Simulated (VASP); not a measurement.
# CdS (Hawleyite) (F-43m) in VASP: further runs

The runs below take CdS (Hawleyite) through single point, with r2SCAN.

Program: VASP 6.6.1. These are calculated values, not measurements. Logs are shortened: lines on timing, memory, paths and dates and some standing lists are left out, and cuts for length are marked.

## Step 1: The cell of the first run

Symmetry: F-43m, No. 216, cubic system. Conventional cell: a = 5.556 Å, b = 5.556 Å, c = 5.556 Å, α = 90.00°, β = 90.00°, γ = 90.00°. Cd (site symmetry -43m) has 4 S at 2.41 Å within 3.2 Å. Within 3.2 Å of S (site symmetry -43m) lie 4 Cd at 2.41 Å.

## Step 2: Single point, r2SCAN

POSCAR

```
CdS
1.0
    0.0000000000      2.7777719264      2.7777719264
    2.7777719264      0.0000000000      2.7777719264
    2.7777719264      2.7777719264      0.0000000000
Cd S
1 1
Direct
    0.0000000000      0.0000000000      0.0000000000
    0.7500000000      0.7500000000      0.7500000000
```

INCAR.step1

```
SYSTEM = CdS
PREC = Accurate ; ENCUT = 520
ISMEAR = 0 ; SIGMA = 0.01
LREAL = .FALSE. ; LASPH = .TRUE.
NELM = 80 ; NBANDS = 16
GGA = PE ; ALGO = Normal
EDIFF = 1E-4 ; LWAVE = .TRUE.
LCHARG = .FALSE.
```

INCAR.step2

```
SYSTEM = CdS
PREC = Accurate ; ENCUT = 520
EDIFF = 1E-6 ; ISMEAR = 0
SIGMA = 0.01 ; LREAL = .FALSE.
LASPH = .TRUE. ; NELM = 80
ALGO = Normal ; ISIF = 2
LWAVE = .FALSE. ; LCHARG = .FALSE.
METAGGA = R2SCAN ; LMIXTAU = .TRUE.
NBANDS = 16 ; ISTART = 1
```

KPOINTS

```
regular mesh
0
G
  6 6 6
  0 0 0
```

Potentials or basis: VASP PAW PBE potentials, release 64 (Cd, S).

Launch:

```sh
$ cat potpaw_PBE.64/Cd/POTCAR potpaw_PBE.64/S/POTCAR > POTCAR
$ cp INCAR.step1 INCAR
$ mpirun -np 1 vasp_std > vasp.out
$ cp INCAR.step2 INCAR
$ mpirun -np 1 vasp_std > vasp.out
```

OUTCAR:

```text
SYSTEM = CdS
   PREC = Accurate
   ENCUT = 520
   EDIFF = 1E-6
   ISMEAR = 0
   LREAL = .FALSE.
   LASPH = .TRUE.
   NELM = 80
   ISIF = 2
   METAGGA = R2SCAN
   ISTART = 1

 ion  position               nearest neighbor table
   1  0.000  0.000  0.000-   2 2.41   2 2.41   2 2.41   2 2.41
   2  0.750  0.750  0.750-   1 2.41   1 2.41   1 2.41   1 2.41

  LATTYP: Found a face centered cubic cell.
 ALAT       =     5.5555438528

  Lattice vectors:

 A1 = (   0.0000000000,   2.7777719264,   2.7777719264)
 A2 = (   2.7777719264,   0.0000000000,   2.7777719264)
 A3 = (   2.7777719264,   2.7777719264,   0.0000000000)

Analysis of symmetry for initial positions (statically):
=====================================================================
 Subroutine PRICEL returns:
 Original cell was already a primitive cell.

 Routine SETGRP: Setting up the symmetry group for a
 face centered cubic supercell.

 Subroutine GETGRP returns: Found 24 space group operations
 (whereof 24 operations were pure point group operations)
 out of a pool of 48 trial point group operations.

The static configuration has the point symmetry T_d .

Analysis of symmetry for dynamics (positions and initial velocities):
=====================================================================
 Subroutine PRICEL returns:
 Original cell was already a primitive cell.

 Routine SETGRP: Setting up the symmetry group for a
 face centered cubic supercell.

 Subroutine GETGRP returns: Found 24 space group operations
 (whereof 24 operations were pure point group operations)
 out of a pool of 48 trial point group operations.

The dynamic configuration has the point symmetry T_d .

 Subroutine INISYM returns: Found 24 space group operations
 (whereof 24 operations are pure point group operations),
 and found     1 'primitive' translations

----------------------------------------------------------------------------------------

                                     Primitive cell

  volume of cell :      42.8667

  direct lattice vectors                    reciprocal lattice vectors
     0.000000000  2.777771926  2.777771926    -0.180000379  0.180000379  0.180000379
     2.777771926  0.000000000  2.777771926     0.180000379 -0.180000379  0.180000379
     2.777771926  2.777771926  0.000000000     0.180000379  0.180000379 -0.180000379

  length of vectors
[... 72 lines left out ...]
   NELM   =     80;   NELMIN=  2; NELMDL=  0     # of ELM steps
   EDIFF  = 0.1E-05   stopping-criterion for ELM
   LREAL  =      F    real-space projection
   EDIFFG = 0.1E-04   stopping-criterion for IOM
   NSW    =      0    number of steps for IOM
   IBRION =     -1    ionic relax: 0-MD 1-quasi-New 2-CG
   NFREE  =      0    steps in history (QN), initial steepest desc. (CG)
   ISIF   =      2    stress and relaxation
   ISYM   =      2    0-nonsym 1-usesym 2-fastsym
   POTIM  = 0.5000    time-step for ionic-motion
   TEBEG  =    0.0;   TEEND  =   0.0 temperature during run
   PSTRESS=    0.0 pullay stress
   NELECT =      18.0000    total number of electrons
   NUPDOWN=      -1.0000    fix difference up-down
   EMIN   =  10.00;   EMAX   =-10.00  energy-range for DOS
   EFERMI =   0.00;   METHOD = LEGACY
   ISMEAR =     0;   SIGMA  =   0.01  broadening in eV -4-tet -1-fermi 0-gaus
   EFERMI_NEDOS =   21; number of points for ismear=-14 and -15
   IALGO  =     38    algorithm
   IMIX   =      4    mixing-type and parameters
     AMIX     =   0.40;   BMIX     =  1.00
     AMIX_MAG =   1.60;   BMIX_MAG =  1.00
  volume/ion in A,a.u.               =      21.43       144.64
  Fermi-wavevector in a.u.,A,eV,Ry     =   1.225911  2.316637 20.447635  1.502859
  Thomas-Fermi vector in A             =   2.360932
   LORBIT       =      0    0 simple, 1 ext, 2 COOP (PROOUT), +10 PAW based schemes
   METAGGA = R2SCAN    functional components
   LHFCALC =     F    Hartree Fock is set to
   AEXX    =    0.0000 exact exchange contribution
   IVDW    =     0    specifies the selected vdW correction
   LEPSILON=     F    determine dielectric tensor
   LRPA    =     F    only Hartree local field effects (RPA)
 non-spin polarized calculation
 Gauss-broadening in eV      SIGMA  =   0.01
  energy-cutoff  :      520.00
  volume of cell :       42.87
 maximum number of plane-waves:      1167
 NGX is ok and might be reduce to    30
   NGX = 15   NGY = 15   NGZ = 15

 number of electron      18.0000002 magnetization

 Free energy of the ion-electron system (eV)
  ---------------------------------------------------
  ext. energy  EPLUGINS =         0.00000000
  ---------------------------------------------------
  free energy    TOTEN  =       -29.34439526 eV

  energy without entropy =      -29.34439526  energy(sigma->0) =      -29.34439526

 E-fermi :   2.5866     XC(G=0): -10.4851

 val. band max:        2.4615186677   @ k =   0.0000   0.0000   0.0000
 cond. band min:       4.3728808032   @ k =   0.0000   0.0000   0.0000
 fundamental gap:      1.9113621355
 Fermi energy:         2.5865976586

 k-point     1 :       0.0000    0.0000    0.0000
  band No.  band energies     occupation
      1     -11.4804      2.00000
      2      -6.2069      2.00000
      3      -6.2069      2.00000
      4      -6.2069      2.00000
      5      -5.4452      2.00000
      6      -5.4452      2.00000
[... 281 lines left out ...]
      3      -5.7733      2.00000
      4      -5.5802      2.00000
      5      -5.3839      2.00000
      6      -4.5964      2.00000
[... 8 lines left out ...]
     15      16.7718      0.00000
     16      17.0056      0.00000

------------------------ aborting loop because EDIFF is reached ----------------------------------------

  FORCE on cell =-STRESS in cart. coord.  units (eV):
  Direction    XX          YY          ZZ          XY          YZ          ZX
  --------------------------------------------------------------------------------------
  -------------------------------------------------------------------------------------
  Total        4.1757804      4.1757804      4.1757804      0.0000000      0.0000000      0.0000000
  in kB      156.0732522    156.0732522    156.0732522      0.0000000      0.0000000      0.0000000
  external PRESSURE =     156.0732522 kB  Pullay stress =       0.0000000 kB

 VOLUME and BASIS-vectors are now :
 -----------------------------------------------------------------------------
  energy-cutoff  :      520.00
  volume of cell :       42.87
      direct lattice vectors                 reciprocal lattice vectors
     0.000000000  2.777771926  2.777771926    -0.180000379  0.180000379  0.180000379
     2.777771926  0.000000000  2.777771926     0.180000379 -0.180000379  0.180000379
     2.777771926  2.777771926  0.000000000     0.180000379  0.180000379 -0.180000379

 POSITION                                       TOTAL-FORCE (eV/Angst)
 -----------------------------------------------------------------------------------
      0.00000      0.00000      0.00000        -0.000000     -0.000000     -0.000000
      4.16666      4.16666      4.16666         0.000000      0.000000      0.000000
 -----------------------------------------------------------------------------------
    total drift:                                0.000006      0.000006      0.000006

  FREE ENERGIE OF THE ION-ELECTRON SYSTEM (eV)
  ---------------------------------------------------
  free  energy   TOTEN  =       -29.3443952635 eV

  energy  without entropy=      -29.3443952635  energy(sigma->0) =      -29.34439526
```

OSZICAR.step1:

```text
N       E                     dE             d eps       ncg     rms          rms(c)
DAV:   1     0.112063354778E+03    0.11206E+03   -0.94203E+03   520   0.106E+03
DAV:   2    -0.241788417427E+01   -0.11448E+03   -0.10903E+03   632   0.262E+02
DAV:   3    -0.625721868474E+01   -0.38393E+01   -0.38341E+01   600   0.505E+01
DAV:   4    -0.627867845687E+01   -0.21460E-01   -0.21458E-01   680   0.373E+00
DAV:   5    -0.627892521312E+01   -0.24676E-03   -0.24676E-03   584   0.378E-01    0.113E+01
DAV:   6    -0.575684129104E+01    0.52208E+00   -0.78642E-01   768   0.129E+01    0.856E+00
DAV:   7    -0.573078902244E+01    0.26052E-01   -0.25601E-01   616   0.357E+00    0.364E+00
DAV:   8    -0.573071164175E+01    0.77381E-04   -0.27148E-02   632   0.224E+00    0.466E-01
DAV:   9    -0.573055520439E+01    0.15644E-03   -0.30776E-03   576   0.916E-01    0.810E-02
DAV:  10    -0.573061332826E+01   -0.58124E-04   -0.26618E-04   656   0.226E-01
   1 F= -.57306133E+01 E0= -.57306133E+01  d E =-.177782E-79
```

Wall time 42 s (1 thread of Intel Xeon Platinum 8488C (Sapphire Rapids), shared host); peak memory 0.17 GiB.

Results:

```yaml
Free_energy: -29.3444 eV
Pressure: 15.6 GPa
Band_gap_on_the_k_mesh: 1.91 eV, direct
```

Caveat: the PAW data sets were made with another functional, which shifts forces and pressure a little.

## Step 3: Single point, r2SCAN

This run uses another cell than the first one, of 22.41 Å³/atom, 1.046 times its volume.

POSCAR

```
CdS
1.0
    0.0000000000      2.8195001949      2.8195001949
    2.8195001949      0.0000000000      2.8195001949
    2.8195001949      2.8195001949      0.0000000000
Cd S
1 1
Direct
    0.0000000000      0.0000000000      0.0000000000
    0.7500000000      0.7500000000      0.7500000000
```

INCAR.step1

```
SYSTEM = CdS
PREC = Accurate
ENCUT = 520
ISMEAR = 0
SIGMA = 0.01
LREAL = .False.
LASPH = .True.
NELM = 80
NBANDS = 16
GGA = PE
ALGO = Normal
EDIFF = 1E-4
LWAVE = .True.
LCHARG = .False.
```

INCAR.step2

```
SYSTEM = CdS
PREC = Accurate
ENCUT = 520
EDIFF = 1E-6
ISMEAR = 0
SIGMA = 0.01
LREAL = .False.
LASPH = .True.
NELM = 80
ALGO = Normal
ISIF = 2
LWAVE = .False.
LCHARG = .False.
METAGGA = R2SCAN
LMIXTAU = .True.
NBANDS = 16
ISTART = 1
```

KPOINTS

```
regular mesh
0
Gamma
  6 6 6
  0 0 0
```

Potentials or basis: VASP PAW PBE potentials, release 64 (Cd, S).

Launch:

```sh
$ cat potpaw_PBE.64/Cd/POTCAR potpaw_PBE.64/S/POTCAR > POTCAR
$ cp INCAR.step1 INCAR
$ mpirun -np 1 vasp_std > vasp.out
$ cp INCAR.step2 INCAR
$ mpirun -np 1 vasp_std > vasp.out
```

Run time: 44 s. Hardware: 1 thread of Intel Xeon Platinum 8488C (Sapphire Rapids), shared host; peak memory 0.17 GiB.

The run converged. Its results:

```
Free energy            : -29.5033 eV
Pressure               : 10.5 GPa
Band gap on the k mesh : 1.82 eV, direct
```

Levels at points of the mesh, in eV from the valence-band top:
```
           k point  band 6  band 7  band 8  band 9  band 10  band 11  band 12  band 13
(0.00, 0.00, 0.00)   -7.74    0.00    0.00    0.00     1.82     7.01     7.01     7.01
(0.50, 0.00, 0.00)   -7.25   -5.16   -0.93   -0.93     3.61     7.44     7.44     8.21
(0.50, 0.50, 0.00)   -7.18   -4.47   -2.33   -2.33     3.66     4.82    10.33    12.19
```

Caveat: the PAW data sets were made with another functional, which shifts forces and pressure a little. r2SCAN opens gaps a little over a GGA but as a rule still falls short of measured ones.
